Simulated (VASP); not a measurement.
# PbS (Fm-3m) in VASP: single point with r2SCAN

Aim: the single point of PbS with r2SCAN.

Program: VASP 6.6.1. These are calculated values, not measurements. Logs are shortened: lines on timing, memory, paths and dates and some standing lists are left out, and cuts for length are marked.

## (1) The cell of the first run

It takes space group Fm-3m (No. 225, cubic). Conventional cell: a = 5.915 Å, b = 5.915 Å, c = 5.915 Å, α = 90.00°, β = 90.00°, γ = 90.00°. Pb (site symmetry m-3m) has 6 S at 2.96 Å within 3.9 Å. Within 3.9 Å of S (site symmetry m-3m) lie 6 Pb at 2.96 Å.

## (2) Single point, r2SCAN

Contents of POSCAR:

```
PbS
1.0
    0.0000000000      2.9576135100      2.9576135100
    2.9576135100      0.0000000000      2.9576135100
    2.9576135100      2.9576135100      0.0000000000
Pb S
1 1
Direct
    0.0000000000      0.0000000000      0.0000000000
    0.5000000000      0.5000000000      0.5000000000
```

Contents of INCAR.step1:

```
ALGO = Normal
EDIFF = 1E-4
ENCUT = 520
GGA = PE
ISMEAR = -1
LASPH = T
LCHARG = F
LREAL = F
LWAVE = T
NBANDS = 17
NELM = 80
PREC = Accurate
SIGMA = 0.1
```

Contents of INCAR.step2:

```
ALGO = Normal
EDIFF = 1E-6
ENCUT = 520
ISIF = 2
ISMEAR = -1
ISTART = 1
LASPH = T
LCHARG = T
LELF = T
LMIXTAU = T
LREAL = F
LVHAR = T
LWAVE = F
METAGGA = R2SCAN
NBANDS = 17
NELM = 80
PREC = Accurate
SIGMA = 0.1
```

Contents of KPOINTS:

```
k-points
0
Gamma
  8 8 8
```

Potentials or basis: VASP PAW PBE potentials, release 64 (Pb_d, S).

The run is started by

```bash
> cat potpaw_PBE.64/Pb_d/POTCAR potpaw_PBE.64/S/POTCAR > POTCAR
> cp INCAR.step1 INCAR
> mpirun -np 1 vasp_std > vasp.out
> cp INCAR.step2 INCAR
> mpirun -np 1 vasp_std > vasp.out
```

OUTCAR:

```text
EDIFF = 1E-6
   ENCUT = 520
   ISIF = 2
   ISMEAR = -1
   ISTART = 1
   LASPH = T
   LREAL = F
   METAGGA = R2SCAN
   NELM = 80
   PREC = Accurate

 ion  position               nearest neighbor table
   1  0.000  0.000  0.000-   2 2.96   2 2.96   2 2.96   2 2.96   2 2.96   2 2.96
   2  0.500  0.500  0.500-   1 2.96   1 2.96   1 2.96   1 2.96   1 2.96   1 2.96

  LATTYP: Found a face centered cubic cell.
 ALAT       =     5.9152270200

  Lattice vectors:

 A1 = (   0.0000000000,   2.9576135100,   2.9576135100)
 A2 = (   2.9576135100,   0.0000000000,   2.9576135100)
 A3 = (   2.9576135100,   2.9576135100,   0.0000000000)

Analysis of symmetry for initial positions (statically):
=====================================================================
 Subroutine PRICEL returns:
 Original cell was already a primitive cell.

 Routine SETGRP: Setting up the symmetry group for a
 face centered cubic supercell.

 Subroutine GETGRP returns: Found 48 space group operations
 (whereof 48 operations were pure point group operations)
 out of a pool of 48 trial point group operations.

The static configuration has the point symmetry O_h .

Analysis of symmetry for dynamics (positions and initial velocities):
=====================================================================
 Subroutine PRICEL returns:
 Original cell was already a primitive cell.

 Routine SETGRP: Setting up the symmetry group for a
 face centered cubic supercell.

 Subroutine GETGRP returns: Found 48 space group operations
 (whereof 48 operations were pure point group operations)
 out of a pool of 48 trial point group operations.

The dynamic configuration has the point symmetry O_h .

 Subroutine INISYM returns: Found 48 space group operations
 (whereof 48 operations are pure point group operations),
 and found     1 'primitive' translations

----------------------------------------------------------------------------------------

                                     Primitive cell

  volume of cell :      51.7433

  direct lattice vectors                    reciprocal lattice vectors
     0.000000000  2.957613510  2.957613510    -0.169055219  0.169055219  0.169055219
     2.957613510  0.000000000  2.957613510     0.169055219 -0.169055219  0.169055219
[... 74 lines left out ...]
   NGXF,Y,Z  is equivalent  to a cutoff of  25.44, 25.44, 25.44 a.u.
 SYSTEM =  unknown system
   PREC   = accura    normal or accurate (medium, high low for compatibility)
   ISTART =      1    job   : 0-new  1-cont  2-samecut
   ICHARG =      0    charge: 1-file 2-atom 10-const
   ISPIN  =      1    spin polarized calculation?
   LNONCOLLINEAR =      F non collinear calculations
   LSORBIT =      F    spin-orbit coupling
   LASPH  =      T    aspherical Exc in radial PAW
   ENCUT  =  520.0 eV  38.22 Ry    6.18 a.u.   7.78  7.78  7.78*2*pi/ulx,y,z
   NELM   =     80;   NELMIN=  2; NELMDL=  0     # of ELM steps
   EDIFF  = 0.1E-05   stopping-criterion for ELM
   LREAL  =      F    real-space projection
   EDIFFG = 0.1E-04   stopping-criterion for IOM
   NSW    =      0    number of steps for IOM
   IBRION =     -1    ionic relax: 0-MD 1-quasi-New 2-CG
   NFREE  =      0    steps in history (QN), initial steepest desc. (CG)
   ISIF   =      2    stress and relaxation
   ISYM   =      2    0-nonsym 1-usesym 2-fastsym
   POTIM  = 0.5000    time-step for ionic-motion
   TEBEG  =    0.0;   TEEND  =   0.0 temperature during run
   PSTRESS=    0.0 pullay stress
   NELECT =      20.0000    total number of electrons
   NUPDOWN=      -1.0000    fix difference up-down
   EMIN   =  10.00;   EMAX   =-10.00  energy-range for DOS
   EFERMI =   0.00;   METHOD = LEGACY
   ISMEAR =    -1;   SIGMA  =   0.10  broadening in eV -4-tet -1-fermi 0-gaus
   EFERMI_NEDOS =   21; number of points for ismear=-14 and -15
   IALGO  =     38    algorithm
   IMIX   =      4    mixing-type and parameters
     AMIX     =   0.40;   BMIX     =  1.00
     AMIX_MAG =   1.60;   BMIX_MAG =  1.00
  volume/ion in A,a.u.               =      25.87       174.59
  Fermi-wavevector in a.u.,A,eV,Ry     =   1.192523  2.253542 19.348994  1.422111
  Thomas-Fermi vector in A             =   2.328559
   LORBIT       =      0    0 simple, 1 ext, 2 COOP (PROOUT), +10 PAW based schemes
   METAGGA = R2SCAN    functional components
   LHFCALC =     F    Hartree Fock is set to
   AEXX    =    0.0000 exact exchange contribution
   IVDW    =     0    specifies the selected vdW correction
   LEPSILON=     F    determine dielectric tensor
   LRPA    =     F    only Hartree local field effects (RPA)
 non-spin polarized calculation
  energy-cutoff  :      520.00
  volume of cell :       51.74
 maximum number of plane-waves:      1411
   NGX = 15   NGY = 15   NGZ = 15

 number of electron      19.9999997 magnetization

 Free energy of the ion-electron system (eV)
  ---------------------------------------------------
  ext. energy  EPLUGINS =         0.00000000
  ---------------------------------------------------
  free energy    TOTEN  =       -65.60311564 eV

  energy without entropy =      -65.60245273  energy(sigma->0) =      -65.60278419

 E-fermi :   6.1272     XC(G=0): -10.2975

 val. band max:        5.8317292562   @ k =   0.5000   0.0000   0.0000
 cond. band min:       6.4204398858   @ k =   0.5000   0.0000   0.0000
 fundamental gap:      0.5887106296
 Fermi energy:         6.1272212756

 k-point     1 :       0.0000    0.0000    0.0000
  band No.  band energies     occupation
      1     -11.6531      2.00000
      2     -11.6531      2.00000
      3     -11.6531      2.00000
      4     -11.6376      2.00000
      5     -11.6376      2.00000
      6      -8.4813      2.00000
[... 457 lines left out ...]
      4     -11.6235      2.00000
      5     -11.6016      2.00000
      6      -6.9614      2.00000
[... 9 lines left out ...]
     16      17.2459      0.00000
     17      17.6375      0.00000

 [... further k-points ...]
[... 5 lines left out ...]
  --------------------------------------------------------------------------------------
  -------------------------------------------------------------------------------------
  Total        0.5851419      0.5851419      0.5851419      0.0000000     -0.0000000      0.0000000
  in kB       18.1183022     18.1183022     18.1183022      0.0000000     -0.0000000      0.0000000
  external PRESSURE =      18.1183022 kB  Pullay stress =       0.0000000 kB

 VOLUME and BASIS-vectors are now :
 -----------------------------------------------------------------------------
  energy-cutoff  :      520.00
  volume of cell :       51.74
      direct lattice vectors                 reciprocal lattice vectors
     0.000000000  2.957613510  2.957613510    -0.169055219  0.169055219  0.169055219
     2.957613510  0.000000000  2.957613510     0.169055219 -0.169055219  0.169055219
     2.957613510  2.957613510  0.000000000     0.169055219  0.169055219 -0.169055219

 POSITION                                       TOTAL-FORCE (eV/Angst)
 -----------------------------------------------------------------------------------
      0.00000      0.00000      0.00000         0.000000      0.000000      0.000000
      2.95761      2.95761      2.95761        -0.000000     -0.000000     -0.000000
 -----------------------------------------------------------------------------------
    total drift:                                0.000000     -0.000000     -0.000000

  FREE ENERGIE OF THE ION-ELECTRON SYSTEM (eV)
  ---------------------------------------------------
  free  energy   TOTEN  =       -65.6031156415 eV

  energy  without entropy=      -65.6024527299  energy(sigma->0) =      -65.60278419
```

OUTCAR.step1:

```text
EDIFF = 1E-4
   ENCUT = 520
   GGA = PE
   ISMEAR = -1
   LASPH = T
   LREAL = F
[... 698 lines left out ...]
 -----------------------------------------------------------------------------------
      0.00000      0.00000      0.00000         0.000000     -0.000000      0.000000
      2.95761      2.95761      2.95761         0.000000      0.000000     -0.000000
 -----------------------------------------------------------------------------------
    total drift:                                0.000000     -0.000000     -0.000000

  FREE ENERGIE OF THE ION-ELECTRON SYSTEM (eV)
  ---------------------------------------------------
  free  energy   TOTEN  =        -8.7499588428 eV

  energy  without entropy=       -8.7484527560  energy(sigma->0) =       -8.74920580
```

Wall time 2.4 min (1 thread of AMD EPYC 7R13 (Zen 3), shared host); peak memory 0.16 GiB.

What came out:

```yaml
Free_energy: -65.6031 eV
Pressure: 1.8 GPa
Band_gap_on_the_k_mesh: 0.59 eV, direct
```

Levels at points of the mesh, in eV from the valence-band top:
| k point | band 7 | band 8 | band 9 | band 10 | band 11 | band 12 | band 13 | band 14 |
| --- | --- | --- | --- | --- | --- | --- | --- | --- |
| (0.00, 0.00, 0.00) | -6.10 | -2.40 | -2.40 | -2.40 | 5.56 | 5.56 | 5.56 | 7.10 |
| (0.50, 0.00, 0.00) | -9.18 | -1.98 | -1.98 | 0.00 | 0.59 | 2.14 | 2.14 | 9.16 |
| (0.50, 0.50, 0.00) | -7.39 | -5.48 | -3.69 | -3.69 | 4.09 | 6.02 | 6.11 | 6.11 |

Caveat: the PAW data sets were made with another functional, which shifts forces and pressure a little; spin-orbit coupling is left out, which moves the levels of the heavy elements.
